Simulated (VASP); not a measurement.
Set up this calculation in VASP 6.6.1, as the native input.

```
Task                   : single point
Functional             : r2SCAN
Potentials or basis    : VASP PAW PBE potentials, release 64 (Ga_d, P)
Cutoff                 : 520 eV
k mesh                 : 8 × 8 × 8
Occupations            : gaussian, width 0.05 eV
Spin                   : no spin polarisation
Dipole correction      : no
Further INCAR settings : ALGO = Normal; EDIFF = 1e-06; NBANDS = 16
```

GaP:

```
CELL_PARAMETERS angstrom
0.00000 2.60261 2.72525
2.72525 0.00000 2.72525
2.72525 2.60261 0.00000
ATOMIC_POSITIONS crystal
Ga 0.00000 0.00000 0.00000
P 0.75000 0.75000 0.75000
```

This cell differs from its parent crystal: strain -0.0450 x Voigt [0, 1, 0, 0, 0, 0].

One way to write it, as run:

POSCAR

```
GaP
1.0
    0.0000000000      2.6026137500      2.7252500000
    2.7252500000      0.0000000000      2.7252500000
    2.7252500000      2.6026137500      0.0000000000
Ga P
1 1
Direct
    0.0000000000      0.0000000000      0.0000000000
    0.7500000000      0.7500000000      0.7500000000
```

INCAR.step1

```
PREC = Accurate
ENCUT = 520
ISMEAR = 0
SIGMA = 0.05
LREAL = F
LASPH = T
NELM = 80
NBANDS = 16
GGA = PE
ALGO = Normal
EDIFF = 1E-4
LWAVE = T
LCHARG = F
```

INCAR.step2

```
PREC = Accurate
ENCUT = 520
EDIFF = 1E-6
ISMEAR = 0
SIGMA = 0.05
LREAL = F
LASPH = T
NELM = 80
ALGO = Normal
ISIF = 2
LWAVE = F
LCHARG = T
METAGGA = R2SCAN
LMIXTAU = T
LELF = T
LVHAR = T
NBANDS = 16
ISTART = 1
```

KPOINTS

```
regular mesh
0
Gamma
  8 8 8
```

Potentials or basis: VASP PAW PBE potentials, release 64 (Ga_d, P).

Launch:

```sh
$ cat potpaw_PBE.64/Ga_d/POTCAR potpaw_PBE.64/P/POTCAR > POTCAR
$ cp INCAR.step1 INCAR
$ mpirun -np 1 vasp_std > vasp.out
$ cp INCAR.step2 INCAR
$ mpirun -np 1 vasp_std > vasp.out
```

It gave:

```
Pressure               : 4.4 GPa
Band gap on the k mesh : 1.36 eV (least direct gap 2.56 eV)
```

Caveat: the cell differs from its parent crystal (strain -0.0450 x Voigt [0, 1, 0, 0, 0, 0]); the cell stands under pressure; the PAW data sets were made with another functional, which shifts forces and pressure a little.

Wall time 3 min on 1 thread of Intel Xeon 8259CL (shared host), peak memory 0.19 GiB.
